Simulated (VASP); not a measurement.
# AlN (b) (P6_3mc) in VASP: notebook

AlN (b) is run at these levels: PBEsol; tasks: single point, relaxation of cell and atoms.

Everything below comes from runs of VASP 6.6.1. Logs are shortened: lines on timing, memory, paths and dates and some standing lists are left out, and cuts for length are marked.

### Step 1. The cell of the first run

It takes space group P6_3mc (No. 186, hexagonal). The conventional cell has a = 3.118 Å, b = 3.118 Å, c = 5.051 Å, α = 90.00°, β = 90.00°, γ = 120.00°. Al (site symmetry 3m) has 4 N at 1.90 to 1.91 Å within 2.5 Å. Within 2.5 Å of N (site symmetry 3m) lie 4 Al at 1.90 to 1.91 Å.

### Step 2. Single point, PBEsol

INCAR reads:

```
SYSTEM = AlN
ALGO     = Normal         ! electronic algorithm
EDIFF    = 1E-6           ! SCF threshold, eV
ENCUT    = 600            ! plane-wave cutoff, eV
GGA      = PS             ! functional
GGA_COMPAT= .FALSE.      
ISIF     = 2              ! what is computed and relaxed
ISMEAR   = 0              ! smearing method
LASPH    = .TRUE.         ! aspherical terms in the spheres
LCHARG   = .TRUE.         ! write CHGCAR
LELF     = .TRUE.         ! ELF
LREAL    = .FALSE.        ! projectors in reciprocal space
LVHAR    = .TRUE.       
LWAVE    = .FALSE.        ! write WAVECAR
NBANDS   = 16             ! bands
NELM     = 120            ! most SCF steps
PREC     = Accurate       ! precision mode
SIGMA    = 0.1            ! smearing width, eV
```

KPOINTS reads:

```
k-points
0
G
  6 6 4
  0 0 0
```

POSCAR reads:

```
AlN
1.0
    3.1179847954      0.0000000000      0.0000000000
   -1.5589923977      2.7002540414      0.0000000000
    0.0000000000      0.0000000000      5.0511353685
Al N
2 2
Direct
    0.3333333333      0.6666666667      0.0000000000
    0.6666666667      0.3333333333      0.5000000000
    0.3333333333      0.6666666667      0.3780000000
    0.6666666667      0.3333333333      0.8780000000
```

Potentials or basis: VASP PAW PBE potentials, release 64 (Al, N).

Run with:

```console
> cat potpaw_PBE.64/Al/POTCAR potpaw_PBE.64/N/POTCAR > POTCAR
> mpirun -np 1 vasp_std > vasp.out
```

OUTCAR:

```text
SYSTEM = AlN
   EDIFF = 1E-6
   ENCUT = 600
   GGA = PS
   ISIF = 2
   ISMEAR = 0
   LASPH = .TRUE.
   LREAL = .FALSE.
   NELM = 120
   PREC = Accurate

 ion  position               nearest neighbor table
   1  0.333  0.667  0.000-   4 1.90   4 1.90   4 1.90   3 1.91   2 3.10   2 3.10   2 3.10   2 3.10
                             2 3.10   2 3.10
   2  0.667  0.333  0.500-   3 1.90   3 1.90   3 1.90   4 1.91   1 3.10   1 3.10   1 3.10   1 3.10
                             1 3.10   1 3.10
   3  0.333  0.667  0.378-   2 1.90   2 1.90   2 1.90   1 1.91
   4  0.667  0.333  0.878-   1 1.90   1 1.90   1 1.90   2 1.91

  LATTYP: Found a hexagonal cell.
 ALAT       =     3.1179847954
 C/A-ratio  =     1.6200000000

  Lattice vectors:

 A1 = (   3.1179847954,   0.0000000000,   0.0000000000)
 A2 = (  -1.5589923977,   2.7002540414,   0.0000000000)
 A3 = (   0.0000000000,   0.0000000000,   5.0511353685)

Analysis of symmetry for initial positions (statically):
=====================================================================
 Subroutine PRICEL returns:
 Original cell was already a primitive cell.

 Routine SETGRP: Setting up the symmetry group for a
 hexagonal supercell.

 Subroutine GETGRP returns: Found 12 space group operations
 (whereof  6 operations were pure point group operations)
 out of a pool of 24 trial point group operations.

The static configuration has the point symmetry C_3v.
 The point group associated with its full space group is C_6v.

Analysis of symmetry for dynamics (positions and initial velocities):
=====================================================================
 Subroutine PRICEL returns:
 Original cell was already a primitive cell.

 Routine SETGRP: Setting up the symmetry group for a
 hexagonal supercell.

 Subroutine GETGRP returns: Found 12 space group operations
 (whereof  6 operations were pure point group operations)
 out of a pool of 24 trial point group operations.

The dynamic configuration has the point symmetry C_3v.
 The point group associated with its full space group is C_6v.

 Subroutine INISYM returns: Found 12 space group operations
 (whereof  6 operations are pure point group operations),
 and found     1 'primitive' translations

----------------------------------------------------------------------------------------

                                     Primitive cell

  volume of cell :      42.5273

  direct lattice vectors                    reciprocal lattice vectors
     3.117984795  0.000000000  0.000000000     0.320719973  0.185167763  0.000000000
    -1.558992398  2.700254041  0.000000000     0.000000000  0.370335526  0.000000000
     0.000000000  0.000000000  5.051135368     0.000000000  0.000000000  0.197975292

  length of vectors
     3.117984795  3.117984795  5.051135368     0.370335526  0.370335526  0.197975292

  position of ions in fractional coordinates (direct lattice)
     0.333333333  0.666666667  0.000000000
     0.666666667  0.333333333  0.500000000
     0.333333333  0.666666667  0.378000000
     0.666666667  0.333333333  0.878000000

  ion indices of the primitive-cell ions
   primitive index   ion index
                 1           1
                 2           2
                 3           3
                 4           4

----------------------------------------------------------------------------------------

 KPOINTS: k-points

Automatic generation of k-mesh.
 Grid dimensions read from file:
 generate k-points for:    6    6    4

 Generating k-lattice:

  Cartesian coordinates                     Fractional coordinates (reciprocal lattice)
     0.053453329  0.030861294  0.000000000     0.166666667 -0.000000000  0.000000000
     0.000000000  0.061722588  0.000000000     0.000000000  0.166666667  0.000000000
     0.000000000  0.000000000  0.049493823     0.000000000  0.000000000  0.250000000

  Length of vectors
     0.061722588  0.061722588  0.049493823

  Shift w.r.t. Gamma in fractional coordinates (k-lattice)
     0.000000000  0.000000000  0.000000000

 Subroutine IBZKPT returns following result:
 ===========================================

 Found     21 irreducible k-points:

 Following reciprocal coordinates:
            Coordinates               Weight
  0.000000  0.000000  0.000000      1.000000
  0.166667  0.000000  0.000000      6.000000
  0.333333 -0.000000  0.000000      6.000000
  0.500000  0.000000  0.000000      3.000000
  0.166667  0.166667  0.000000      6.000000
  0.333333  0.166667  0.000000     12.000000
[... 13 lines left out ...]
  0.333333  0.166667  0.500000     12.000000
  0.333333  0.333333  0.500000      2.000000
   k-points           NKPTS =     21   k-points in BZ     NKDIM =     21   number of bands    NBANDS=     16
   number of dos      NEDOS =    301   number of ions     NIONS =      4
   total plane-waves  NPLWV =  31360
   dimension x,y,z NGX =    28 NGY =   28 NGZ =   40
   dimension x,y,z NGXF=    56 NGYF=   56 NGZF=   80
   ions per type =               2   2
   NGX,Y,Z   is equivalent  to a cutoff of  14.93, 14.93, 13.17 a.u.
   NGXF,Y,Z  is equivalent  to a cutoff of  29.86, 29.86, 26.33 a.u.
 SYSTEM =  AlN
   PREC   = accura    normal or accurate (medium, high low for compatibility)
   ISTART =      0    job   : 0-new  1-cont  2-samecut
   ICHARG =      2    charge: 1-file 2-atom 10-const
   ISPIN  =      1    spin polarized calculation?
   LNONCOLLINEAR =      F non collinear calculations
   LSORBIT =      F    spin-orbit coupling
   LASPH  =      T    aspherical Exc in radial PAW
   ENCUT  =  600.0 eV  44.10 Ry    6.64 a.u.   6.23  6.23 10.09*2*pi/ulx,y,z
   NELM   =    120;   NELMIN=  2; NELMDL= -5     # of ELM steps
   EDIFF  = 0.1E-05   stopping-criterion for ELM
   LREAL  =      F    real-space projection
   EDIFFG = 0.1E-04   stopping-criterion for IOM
   NSW    =      0    number of steps for IOM
   IBRION =     -1    ionic relax: 0-MD 1-quasi-New 2-CG
   NFREE  =      0    steps in history (QN), initial steepest desc. (CG)
   ISIF   =      2    stress and relaxation
   ISYM   =      2    0-nonsym 1-usesym 2-fastsym
   POTIM  = 0.5000    time-step for ionic-motion
   TEBEG  =    0.0;   TEEND  =   0.0 temperature during run
   PSTRESS=    0.0 pullay stress
   NELECT =      16.0000    total number of electrons
   NUPDOWN=      -1.0000    fix difference up-down
   EMIN   =  10.00;   EMAX   =-10.00  energy-range for DOS
   EFERMI =   0.00;   METHOD = LEGACY
   ISMEAR =     0;   SIGMA  =   0.10  broadening in eV -4-tet -1-fermi 0-gaus
   EFERMI_NEDOS =   21; number of points for ismear=-14 and -15
   IALGO  =     38    algorithm
   IMIX   =      4    mixing-type and parameters
     AMIX     =   0.40;   BMIX     =  1.00
     AMIX_MAG =   1.60;   BMIX_MAG =  1.00
  volume/ion in A,a.u.               =      10.63        71.75
  Fermi-wavevector in a.u.,A,eV,Ry     =   1.181841  2.233355 19.003903  1.396747
  Thomas-Fermi vector in A             =   2.318106
   LORBIT       =      0    0 simple, 1 ext, 2 COOP (PROOUT), +10 PAW based schemes
   GGA     = PS    functional components
   LHFCALC =     F    Hartree Fock is set to
   AEXX    =    0.0000 exact exchange contribution
   IVDW    =     0    specifies the selected vdW correction
   LEPSILON=     F    determine dielectric tensor
   LRPA    =     F    only Hartree local field effects (RPA)
 non-spin polarized calculation
 Gauss-broadening in eV      SIGMA  =   0.10
  energy-cutoff  :      600.00
  volume of cell :       42.53
 maximum number of plane-waves:      1448
 NGX is ok and might be reduce to    28
   NGX = 13   NGY = 13   NGZ = 21

 number of electron      16.0000001 magnetization

 Free energy of the ion-electron system (eV)
  ---------------------------------------------------
  ext. energy  EPLUGINS =         0.00000000
  ---------------------------------------------------
  free energy    TOTEN  =       -31.30371077 eV

  energy without entropy =      -31.30371077  energy(sigma->0) =      -31.30371077

 E-fermi :   6.2706     XC(G=0): -11.0297

 val. band max:        5.7942985541   @ k =   0.0000   0.0000   0.0000
 cond. band min:       9.8505692084   @ k =   0.0000   0.0000   0.0000
 fundamental gap:      4.0562706544
 Fermi energy:         6.2706222890

 k-point     1 :       0.0000    0.0000    0.0000
  band No.  band energies     occupation
      1      -9.1664      2.00000
      2      -7.0845      2.00000
      3      -0.1371      2.00000
      4       5.1021      2.00000
      5       5.1021      2.00000
      6       5.7193      2.00000
[... 8 lines left out ...]
     15      18.8521      0.00000
     16      18.8521      0.00000

 k-point     2 :       0.1667    0.0000    0.0000
  band No.  band energies     occupation
      1      -8.8197      2.00000
      2      -6.8912      2.00000
      3       0.2805      2.00000
      4       3.6591      2.00000
      5       4.4025      2.00000
      6       4.7094      2.00000
[... 8 lines left out ...]
     15      18.0617      0.00000
     16      18.4951      0.00000

 k-point     3 :       0.3333   -0.0000    0.0000
  band No.  band energies     occupation
      1      -7.9250      2.00000
      2      -6.5402      2.00000
      3       1.3860      2.00000
      4       1.4627      2.00000
      5       2.5602      2.00000
      6       4.1186      2.00000
[... 8 lines left out ...]
     15      17.6810      0.00000
     16      20.0850      0.00000

 k-point     4 :       0.5000    0.0000    0.0000
  band No.  band energies     occupation
      1      -7.2018      2.00000
      2      -6.5298      2.00000
      3       0.4519      2.00000
      4       1.7063      2.00000
      5       2.5331      2.00000
      6       3.8723      2.00000
[... 8 lines left out ...]
     15      18.4748      0.00000
     16      20.6382      0.00000
[... 267 lines left out ...]
 k-point    19 :       0.1667    0.1667    0.5000
  band No.  band energies     occupation
      1      -7.4916      2.00000
      2      -7.4916      2.00000
      3       1.6948      2.00000
      4       1.6948      2.00000
      5       4.0645      2.00000
      6       4.0645      2.00000
[... 8 lines left out ...]
     15      18.5976      0.00000
     16      18.5976      0.00000

 k-point    20 :       0.3333    0.1667    0.5000
  band No.  band energies     occupation
      1      -6.8629      2.00000
      2      -6.8629      2.00000
      3       0.7636      2.00000
      4       0.7636      2.00000
      5       3.2907      2.00000
      6       3.2907      2.00000
[... 8 lines left out ...]
     15      19.0994      0.00000
     16      19.0994      0.00000

 k-point    21 :       0.3333    0.3333    0.5000
  band No.  band energies     occupation
      1      -6.6354      2.00000
      2      -6.6354      2.00000
      3       1.0923      2.00000
      4       1.0923      2.00000
      5       2.0454      2.00000
      6       2.0454      2.00000
[... 8 lines left out ...]
     15      19.4842      0.00000
     16      19.4842      0.00000

------------------------ aborting loop because EDIFF is reached ----------------------------------------

  FORCE on cell =-STRESS in cart. coord.  units (eV):
  Direction    XX          YY          ZZ          XY          YZ          ZX
  --------------------------------------------------------------------------------------
  -------------------------------------------------------------------------------------
  Total       -0.6791514     -0.6791514     -1.2162634      0.0000000      0.0000000      0.0000000
  in kB      -25.5864225    -25.5864225    -45.8216374      0.0000000      0.0000000      0.0000000
  external PRESSURE =     -32.3314942 kB  Pullay stress =       0.0000000 kB

 VOLUME and BASIS-vectors are now :
 -----------------------------------------------------------------------------
  energy-cutoff  :      600.00
  volume of cell :       42.53
      direct lattice vectors                 reciprocal lattice vectors
     3.117984795  0.000000000  0.000000000     0.320719973  0.185167763  0.000000000
    -1.558992398  2.700254041  0.000000000     0.000000000  0.370335526  0.000000000
     0.000000000  0.000000000  5.051135368     0.000000000  0.000000000  0.197975292

 POSITION                                       TOTAL-FORCE (eV/Angst)
 -----------------------------------------------------------------------------------
     -0.00000      1.80017      0.00000        -0.000000     -0.000000     -0.108562
      1.55899      0.90008      2.52557        -0.000000      0.000000     -0.108562
     -0.00000      1.80017      1.90933         0.000000      0.000000      0.108562
      1.55899      0.90008      4.43490        -0.000000      0.000000      0.108562
 -----------------------------------------------------------------------------------
    total drift:                               -0.000000      0.000000      0.000765

  FREE ENERGIE OF THE ION-ELECTRON SYSTEM (eV)
  ---------------------------------------------------
  free  energy   TOTEN  =       -31.3037107722 eV

  energy  without entropy=      -31.3037107722  energy(sigma->0) =      -31.30371077
```

Run time: 32 s. Hardware: 1 thread of AMD EPYC 7R13 (Zen 3), shared host; peak memory 0.14 GiB.

What came out:

* Free energy: -31.3037 eV
* Pressure: -3.2 GPa
* Largest force: 0.109 eV/Å
* Band gap on the k mesh: 4.06 eV, direct

Forces on the atoms (eV/Å):
```
Al   0.000  0.000 -0.109
Al   0.000  0.000 -0.109
N    0.000  0.000  0.109
N    0.000  0.000  0.109
```

Stress tensor (GPa, compression positive):
```
-2.56  0.00  0.00
 0.00 -2.56  0.00
 0.00  0.00 -4.58
```

Caveat: the PAW data sets were made with another functional, which shifts forces and pressure a little. A hybrid or GW would open this gap; PBEsol tends to underestimate it.

### Step 3. Single point, PBEsol

This run uses another cell than the first one, of 10.46 Å³/atom, 0.984 times its volume.

INCAR reads:

```
SYSTEM = AlN
PREC     = Accurate       ! precision mode
ENCUT    = 600            ! plane-wave cutoff, eV
EDIFF    = 1E-6           ! SCF threshold, eV
ISMEAR   = 0              ! smearing method
SIGMA    = 0.02           ! smearing width, eV
LREAL    = .False.        ! projectors in reciprocal space
LASPH    = .True.         ! aspherical terms in the spheres
NELM     = 120            ! most SCF steps
ALGO     = Normal         ! electronic algorithm
ISIF     = 2              ! what is computed and relaxed
LWAVE    = .False.        ! write WAVECAR
LCHARG   = .False.        ! write CHGCAR
GGA      = PS             ! functional
NBANDS   = 16             ! bands
GGA_COMPAT= .False.
```

KPOINTS reads:

```
regular mesh
0
Gamma
  9 9 6
  0 0 0
```

POSCAR reads:

```
AlN
1.0
    3.1138166797      0.0000000000      0.0000000000
   -1.5569083398      2.6966443473      0.0000000000
    0.0000000000      0.0000000000      4.9835704558
Al N
2 2
Direct
    0.3333333333      0.6666666667     -0.0019934716
    0.6666666667      0.3333333333      0.4980065284
    0.3333333333      0.6666666667      0.3799934716
    0.6666666667      0.3333333333      0.8799934716
```

Potentials or basis: VASP PAW PBE potentials, release 64 (Al, N).

Run with:

```console
> cat potpaw_PBE.64/Al/POTCAR potpaw_PBE.64/N/POTCAR > POTCAR
> mpirun -np 1 vasp_std > vasp.out
```

Wall time 44 s (1 thread of AMD EPYC 7R13 (Zen 3), shared host); peak memory 0.15 GiB.

Results (log left out):

| Quantity | Value |
| --- | --- |
| Free energy | -31.3157 eV |
| Pressure | -0.2 GPa |
| Band gap on the k mesh | 4.11 eV, direct |

Levels at points of the mesh, in eV from the valence-band top:
```tsv
k point	band 6	band 7	band 8	band 9	band 10	band 11
(0.00, 0.00, 0.00)	-0.22	-0.22	0.00	4.11	6.55	10.49
(0.00, 0.00, 0.50)	-0.56	-0.56	-0.56	6.36	6.36	10.20
```

Caveat: the PAW data sets were made with another functional, which shifts forces and pressure a little. A k mesh can miss the band edges.

### Step 4. Relaxation of cell and atoms, PBEsol

INCAR reads:

```
  ALGO = Normal
  EDIFF = 1E-7
  EDIFFG = -0.002
  ENCUT = 600
  GGA = PS
  GGA_COMPAT = False
  IBRION = 2
  ISIF = 3
  ISMEAR = 0
  LASPH = True
  LCHARG = False
  LREAL = False
  LWAVE = False
  NELM = 120
  NELMIN = 4
  NSW = 100
  PREC = Accurate
  SIGMA = 0.02
```

KPOINTS reads:

```
k-points
0
Gamma
  9 9 6
```

POSCAR reads:

```
AlN
1.0
    3.1179847954      0.0000000000      0.0000000000
   -1.5589923977      2.7002540414      0.0000000000
    0.0000000000      0.0000000000      5.0511353685
Al N
2 2
Direct
    0.3333333333      0.6666666667      0.0000000000
    0.6666666667      0.3333333333      0.5000000000
    0.3333333333      0.6666666667      0.3780000000
    0.6666666667      0.3333333333      0.8780000000
```

Run with:

```console
> cat potpaw_PBE.64/Al/POTCAR potpaw_PBE.64/N/POTCAR > POTCAR
> mpirun -np 1 vasp_std > vasp.out
```

Wall time 2.8 min (1 thread of AMD EPYC 7R13 (Zen 3), shared host); peak memory 0.16 GiB.

It converged, with:

| Quantity | Value |
| --- | --- |
| Free energy | -31.3167 eV |
| Relaxed volume | 10.45 Å³/atom |
| Relaxed cell | a = 3.113 Å, b = 3.113 Å, c = 4.982 Å, α = 90.00°, β = 90.00°, γ = 120.00° |
| Space group after relaxing (to 0.05 Å) | P6_3mc (No. 186) |
| Energy gained by relaxing | 2.9 meV/atom |
| Ionic steps | 9 |
| Pressure after relaxing | 0.0 GPa |
| Band gap on the k mesh | 4.12 eV, direct |

The path:
```
step  energy change (eV)  largest force (eV/Å)  pressure (GPa)  volume (Å³)
   1              0.0000                0.1072           -3.18        42.53
   2             -0.0051                0.0610            2.94        41.24
   3             -0.0092                0.0790            0.41        41.75
   4             -0.0110                0.0337            0.16        41.79
   5             -0.0114                0.0001           -0.04        41.82
   6             -0.0114                0.0016           -0.04        41.82
   7             -0.0114                0.0031           -0.03        41.82
   8             -0.0114                0.0001            0.03        41.81
   9             -0.0114                0.0011            0.01        41.81
```

Final structure:
```xyz
4
Lattice="3.1128 0.0000 0.0000 -1.5564 2.6958 0.0000 0.0000 0.0000 4.9825" Properties=species:S:1:pos:R:3 pbc="T T T"
Al    0.0000    1.7972    4.9726
Al    1.5564    0.8986    2.4814
N     0.0000    1.7972    1.8932
N     1.5564    0.8986    4.3845
```

Levels at points of the mesh, in eV from the valence-band top:
```
           k point  band 5  band 6  band 7  band 8  band 9  band 10  band 11  band 12
(0.00, 0.00, 0.00)   -0.88   -0.22   -0.22    0.00    4.12     6.56    10.50    11.03
(0.00, 0.00, 0.50)   -0.56   -0.56   -0.56   -0.56    6.37     6.37    10.20    10.20
```

Caveat: the PAW data sets were made with another functional, which shifts forces and pressure a little.

### Step 5. Summary

```tsv
task	cell	k mesh	smearing	gap on the mesh (eV)	pressure (GPa)
single point	a = 3.118, b = 3.118, c = 5.051 Å, angles 90.0, 90.0, 120.0°, 4 atoms	6 × 6 × 4	gaussian 0.1 eV	4.06	-3.2
single point	a = 3.114, b = 3.114, c = 4.984 Å, angles 90.0, 90.0, 120.0°, 4 atoms	9 × 9 × 6	gaussian 0.02 eV	4.11	-0.2
relaxation of cell and atoms	relaxed from a = 3.118, b = 3.118, c = 5.051 Å, angles 90.0, 90.0, 120.0°, 4 atoms	9 × 9 × 6	gaussian 0.02 eV	4.12	0.0
```

Alike in all rows: level PBEsol; potentials or basis VASP PAW PBE potentials, release 64 (Al, N); no spin polarisation; cutoff (eV) 600.

Caveats: the PAW data sets were made with another functional, which shifts forces and pressure a little.

Total energies depend on the potentials used, so only differences within one code and one set of settings carry meaning.
